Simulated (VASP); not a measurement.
# B63SeN63 (a cell with a defect) in VASP: single point with PBE

Aim: the single point of B63SeN63 (a cell with a defect) with PBE.

Everything below comes from runs of VASP 6.6.1. Logs are shortened: lines on timing, memory, paths and dates and some standing lists are left out, and cuts for length are marked.

### Step 1. The cell of the first run

The cell holds a defect, 127 atoms: a = 9.953 Å, b = 9.953 Å, c = 12.991 Å, α = 90.00°, β = 90.00°, γ = 120.00°.

### Step 2. Single point, PBE

Contents of INCAR:

```
ALGO = Normal
EDIFF = 1E-7
ENCUT = 520
GGA = PE
ISIF = 2
ISMEAR = 0
LASPH = T
LCHARG = F
LREAL = Auto
LWAVE = F
NBANDS = 324
NELECT = 512.0
NELM = 60
PREC = Accurate
SIGMA = 0.01
```

Contents of KPOINTS:

```
Automatic mesh
0
Gamma
  1 1 1
  0.25 0.25 0.25
```

Contents of POSCAR:

```
B63SeN63
1.0
    9.9533750500     -0.0000000029      0.0000000000
   -4.9766875225      8.6198756414      0.0000000000
    0.0000000000      0.0000000000     12.9909657500
B N Se
63 63 1
Direct
    0.0859462312      0.1634303113      0.1217303194
    0.1561891142      0.0858849164      0.3698051862
    0.0898471245      0.1711120961      0.6351820903
    0.1702019237      0.0832155164      0.8781778037
    0.0863859163      0.4142195764      0.1215179905
    0.1359611054      0.3282186473      0.3654170514
[... 119 lines left out ...]
    0.9230483131      0.8373217284      0.6254674019
    0.3240302861      0.4598906425      0.4319885625
```

Potentials or basis: VASP PAW PBE potentials, release 64 (B, N, Se).

Started as:

```
$ cat potpaw_PBE.64/B/POTCAR potpaw_PBE.64/N/POTCAR potpaw_PBE.64/Se/POTCAR > POTCAR
$ mpirun -np 1 vasp_std > vasp.out
```

OUTCAR:

```text
EDIFF = 1E-7
   ENCUT = 520
   GGA = PE
   ISIF = 2
   ISMEAR = 0
   LASPH = T
   LREAL = Auto
   NELECT = 512.0
   NELM = 60
   PREC = Accurate

 ion  position               nearest neighbor table
   1  0.086  0.163  0.122-  69 1.43  65 1.44 112 1.44
   2  0.156  0.086  0.370-  76 1.44  64 1.44  80 1.45
   3  0.090  0.171  0.635-  71 1.44  67 1.44 114 1.44
   4  0.170  0.083  0.878-  66 1.44  82 1.44  78 1.44
   5  0.086  0.414  0.122-  73 1.42  69 1.45 116 1.45
   6  0.136  0.328  0.365-  64 1.43  68 1.44 127 1.88
[... 16 lines left out ...]
  23  0.340  0.421  0.642-  90 1.44  86 1.44  71 1.45
  24  0.420  0.333  0.880-  85 1.43 101 1.44  82 1.44
  25  0.333  0.664  0.172-  88 1.53  92 1.54  73 1.54  87 1.60
  26  0.340  0.670  0.635-  90 1.43  94 1.44  75 1.44
  27  0.420  0.583  0.883-  89 1.43  85 1.44 105 1.44
  28  0.337  0.912  0.123-  92 1.42  81 1.45  77 1.45
  29  0.401  0.831  0.340-  87 1.44 107 1.46  91 1.47
  30  0.340  0.920  0.624-  94 1.44  79 1.44  83 1.44
  31  0.420  0.833  0.880-  89 1.43  93 1.44 109 1.44
[... 69 lines left out ...]
 101  0.587  0.417  0.878-  39 1.44  43 1.44  24 1.44
 102  0.673  0.337  0.628-  34 1.44  54 1.44  38 1.44
 103  0.587  0.675  0.408-  45 1.38  41 1.38
 104  0.669  0.579  0.125-  36 1.43  56 1.44  40 1.45
 105  0.587  0.667  0.882-  43 1.43  47 1.44  27 1.44
 106  0.673  0.587  0.634-  58 1.44  38 1.44  42 1.44
 107  0.568  0.911  0.356-  33 1.44  29 1.46  45 1.48
 108  0.669  0.829  0.127-  60 1.43  44 1.44  40 1.45
 109  0.587  0.916  0.877-  47 1.44  35 1.44  31 1.44
[... 15 lines left out ...]
 125  0.837  0.916  0.876-  63 1.44  51 1.44  47 1.44
 126  0.923  0.837  0.625-  15 1.44  62 1.44  58 1.44
 127  0.324  0.460  0.432-   6 1.88  22 1.91

  LATTYP: Found a hexagonal cell.
 ALAT       =     9.9533750500
 C/A-ratio  =     1.3051819795

  Lattice vectors:

 A1 = (   9.9533750500,  -0.0000000029,   0.0000000000)
 A2 = (  -4.9766875225,   8.6198756414,   0.0000000000)
 A3 = (   0.0000000000,   0.0000000000,  12.9909657500)

Analysis of symmetry for initial positions (statically):
=====================================================================
 Subroutine PRICEL returns:
 Original cell was already a primitive cell.

 Routine SETGRP: Setting up the symmetry group for a
 hexagonal supercell.

 Subroutine GETGRP returns: Found  1 space group operations
 (whereof  1 operations were pure point group operations)
 out of a pool of 24 trial point group operations.

The static configuration has the point symmetry C_1 .

Analysis of symmetry for dynamics (positions and initial velocities):
=====================================================================
[... 280 lines left out ...]
   ISYM   =      2    0-nonsym 1-usesym 2-fastsym
   POTIM  = 0.5000    time-step for ionic-motion
   TEBEG  =    0.0;   TEEND  =   0.0 temperature during run
   PSTRESS=    0.0 pullay stress
   NELECT =     512.0000    total number of electrons
   NUPDOWN=      -1.0000    fix difference up-down
   EMIN   =  10.00;   EMAX   =-10.00  energy-range for DOS
   EFERMI =   0.00;   METHOD = LEGACY
   ISMEAR =     0;   SIGMA  =   0.01  broadening in eV -4-tet -1-fermi 0-gaus
   EFERMI_NEDOS =   21; number of points for ismear=-14 and -15
   IALGO  =     38    algorithm
   IMIX   =      4    mixing-type and parameters
     AMIX     =   0.40;   BMIX     =  1.00
     AMIX_MAG =   1.60;   BMIX_MAG =  1.00
  volume/ion in A,a.u.               =       8.78        59.23
  Fermi-wavevector in a.u.,A,eV,Ry     =   1.263166  2.387038 21.709310  1.595589
  Thomas-Fermi vector in A             =   2.396537
   LORBIT       =      0    0 simple, 1 ext, 2 COOP (PROOUT), +10 PAW based schemes
   GGA     = PE    functional components
   LHFCALC =     F    Hartree Fock is set to
   AEXX    =    0.0000 exact exchange contribution
   IVDW    =     0    specifies the selected vdW correction
   LEPSILON=     F    determine dielectric tensor
   LRPA    =     F    only Hartree local field effects (RPA)
 non-spin polarized calculation
 Gauss-broadening in eV      SIGMA  =   0.01
  energy-cutoff  :      520.00
  volume of cell :     1114.58
 maximum number of plane-waves:     29993
 NGX is ok and might be reduce to    80
   NGX = 37   NGY = 37   NGZ = 49

 number of electron     512.0000000 magnetization

 Free energy of the ion-electron system (eV)
  ---------------------------------------------------
  ext. energy  EPLUGINS =         0.00000000
  ---------------------------------------------------
  free energy    TOTEN  =     -1092.95156239 eV

  energy without entropy =    -1092.95156239  energy(sigma->0) =    -1092.95156239

 E-fermi :   5.3969     XC(G=0): -10.3092

 val. band max:        5.2854385860   @ k =   0.5000   0.2500   0.2500
 cond. band min:       6.6799316203   @ k =   0.5000  -0.2500   0.2500
 fundamental gap:      1.3944930343
 Fermi energy:         5.3969200712

 k-point     1 :       0.2500    0.2500    0.2500
  band No.  band energies     occupation
      1     -15.5200      2.00000
      2     -15.2918      2.00000
      3     -15.2287      2.00000
      4     -15.2038      2.00000
      5     -15.0193      2.00000
      6     -14.9621      2.00000
[... 1615 lines left out ...]
    267       7.5925      0.00000
    268       7.6394      0.00000
 [bands above 268 left out]

------------------------ aborting loop because EDIFF is reached ----------------------------------------

  FORCE on cell =-STRESS in cart. coord.  units (eV):
  Direction    XX          YY          ZZ          XY          YZ          ZX
  --------------------------------------------------------------------------------------
  -------------------------------------------------------------------------------------
  Total       97.8063870     84.2423240     46.7729062      4.8003934      0.4151583     -0.0496046
  in kB      140.5934188    121.0955306     67.2344925      6.9004054      0.5967762     -0.0713049
  external PRESSURE =     109.6411473 kB  Pullay stress =       0.0000000 kB

 VOLUME and BASIS-vectors are now :
 -----------------------------------------------------------------------------
  energy-cutoff  :      520.00
  volume of cell :     1114.58
      direct lattice vectors                 reciprocal lattice vectors
     9.953375050 -0.000000003  0.000000000     0.100468434  0.058005477  0.000000000
    -4.976687522  8.619875641  0.000000000     0.000000000  0.116010954  0.000000000
     0.000000000  0.000000000 12.990965750     0.000000000  0.000000000  0.076976571

 POSITION                                       TOTAL-FORCE (eV/Angst)
 -----------------------------------------------------------------------------------
      0.04211      1.40875      1.58139        -0.002154      0.013597      0.002225
      1.12719      0.74032      4.80413         0.036485     -0.004412     -0.020685
      0.04271      1.47496      8.25163        -0.024588      0.016462      0.006935
      1.27995      0.71731     11.40838         0.024864     -0.012663     -0.000895
     -1.20161      3.57052      1.57864        -0.020366      0.006009     -0.005764
     -0.28017      2.82920      4.74712         0.016332      0.011076      0.016167
[... 119 lines left out ...]
      5.02036      7.21761      8.12543         0.025132     -0.016731      0.001246
      0.93646      3.96420      5.61195        -0.085482      0.034701      0.043950
 -----------------------------------------------------------------------------------
    total drift:                                0.024358      0.005209     -0.002183

  FREE ENERGIE OF THE ION-ELECTRON SYSTEM (eV)
  ---------------------------------------------------
  free  energy   TOTEN  =     -1092.9515623893 eV

  energy  without entropy=    -1092.9515623893  energy(sigma->0) =    -1092.95156239
```

stdout:

```text
POSCAR found type information on POSCAR B N Se
 POSCAR found :  3 types and     127 ions
 scaLAPACK will be used
 LDA part: xc-table for (Slater+PW92), standard interpolation
 POSCAR, INCAR and KPOINTS ok, starting setup
 FFT: planning ... GRIDC
 FFT: planning ... GRID_SOFT
 FFT: planning ... GRID
 WAVECAR not read
 entering main loop
 the old and the new charge density differ
 old charge density:   510.00000 new  512.00000
    0.646E+01
```

Run time: 1.9 h. Hardware: 1 thread of Intel Xeon Platinum 8488C (Sapphire Rapids), shared host; peak memory 2 GiB.

What came out:

```yaml
Free_energy: -1092.9516 eV
Largest_force: 0.102 eV/Å
```

Forces in eV/Å, atoms in the order of the input:
```
B   -0.002  0.014  0.002
B    0.036 -0.004 -0.021
B   -0.025  0.016  0.007
B    0.025 -0.013 -0.001
B   -0.020  0.006 -0.006
B    0.016  0.011  0.016
B   -0.027  0.020 -0.001
B    0.023 -0.013  0.002
B   -0.022  0.028  0.007
B    0.036  0.013 -0.015
B   -0.021  0.012 -0.002
B    0.022 -0.012 -0.001
B   -0.022  0.019  0.002
B    0.018 -0.015 -0.003
B   -0.021  0.011 -0.003
B    0.023 -0.012 -0.001
B   -0.025  0.015  0.001
B    0.026 -0.010  0.012
B   -0.021  0.012  0.004
B    0.022 -0.014 -0.002
B   -0.026  0.015  0.004
B    0.039 -0.031  0.013
B   -0.021  0.011  0.016
B    0.021 -0.013 -0.002
B   -0.015  0.002  0.021
B   -0.030  0.016 -0.006
B    0.021 -0.013 -0.001
B   -0.040  0.009 -0.002
B    0.012 -0.042 -0.006
B   -0.024  0.011  0.004
B    0.021 -0.014  0.003
B   -0.034  0.013 -0.003
B    0.003 -0.021 -0.003
B   -0.025  0.013 -0.001
B    0.021 -0.014 -0.002
B   -0.019  0.010  0.002
B    0.010  0.000 -0.003
B   -0.023  0.012  0.003
B    0.022 -0.012 -0.003
B   -0.028  0.016  0.001
B    0.024 -0.045 -0.006
B   -0.028  0.013  0.006
B    0.021 -0.012  0.000
B   -0.012  0.018 -0.009
B    0.000 -0.007 -0.001
B   -0.029  0.009  0.005
B    0.022 -0.012  0.001
B   -0.025  0.016 -0.008
B    0.005 -0.004  0.024
B   -0.023  0.015  0.001
B    0.025 -0.013  0.000
B   -0.025  0.027 -0.001
B    0.027  0.005 -0.013
B   -0.025  0.015  0.001
B    0.022 -0.012 -0.003
B   -0.025  0.017  0.002
B    0.023 -0.028  0.003
B   -0.023  0.012  0.004
B    0.023 -0.011 -0.002
B   -0.014 -0.002 -0.005
B    0.052 -0.017 -0.005
B   -0.024  0.015  0.004
B    0.024 -0.012 -0.001
N    0.041 -0.010 -0.078
N    0.018 -0.009 -0.006
N   -0.025  0.014  0.000
N    0.025 -0.016 -0.004
N   -0.016  0.017  0.046
N    0.036 -0.017 -0.012
N   -0.021  0.013  0.000
N    0.025 -0.024  0.005
N   -0.009  0.013 -0.017
N    0.036 -0.011  0.000
N   -0.021  0.012 -0.001
N    0.021 -0.018  0.011
N   -0.028  0.010  0.027
N    0.030 -0.015  0.010
N   -0.021  0.012  0.000
N    0.021 -0.014 -0.001
N   -0.039  0.004 -0.016
N    0.022 -0.008 -0.008
N   -0.023  0.013  0.001
N    0.026 -0.017 -0.003
N    0.015 -0.014  0.005
N   -0.022  0.013 -0.001
N    0.024 -0.017  0.001
N   -0.036  0.008 -0.032
N    0.024 -0.012 -0.010
N   -0.023  0.014 -0.001
N    0.031 -0.011 -0.009
N   -0.018  0.012 -0.007
N    0.025 -0.025  0.008
N   -0.022  0.013 -0.001
N    0.024 -0.009  0.003
N   -0.034  0.017  0.004
N    0.034 -0.015  0.001
N   -0.020  0.015  0.000
N    0.020 -0.013 -0.004
N   -0.023  0.026  0.058
N    0.008 -0.006  0.001
N   -0.022  0.013  0.001
N    0.023 -0.016 -0.004
N    0.002 -0.011 -0.058
N    0.019 -0.003  0.007
N   -0.019  0.012  0.000
N    0.029 -0.016 -0.001
N   -0.014  0.004  0.026
N    0.032 -0.020 -0.009
N   -0.020  0.014  0.000
N    0.026 -0.013 -0.002
N   -0.013  0.019 -0.030
N    0.019 -0.013  0.020
N   -0.021  0.013 -0.002
N    0.019 -0.013 -0.011
N   -0.042  0.041 -0.023
N    0.026 -0.025 -0.002
N   -0.023  0.011  0.000
N    0.018 -0.016  0.000
N   -0.034  0.015 -0.003
N    0.017 -0.017 -0.011
N   -0.021  0.012  0.001
N    0.023 -0.016 -0.002
N   -0.008  0.018  0.059
N    0.013 -0.012 -0.003
N   -0.023  0.015  0.000
N    0.025 -0.017  0.001
Se  -0.085  0.035  0.044
```

Caveat: the cell carries a net charge on a neutralising background, which shifts energy and pressure; the cell is charged against a uniform background, so pressure and absolute levels hang on convention.
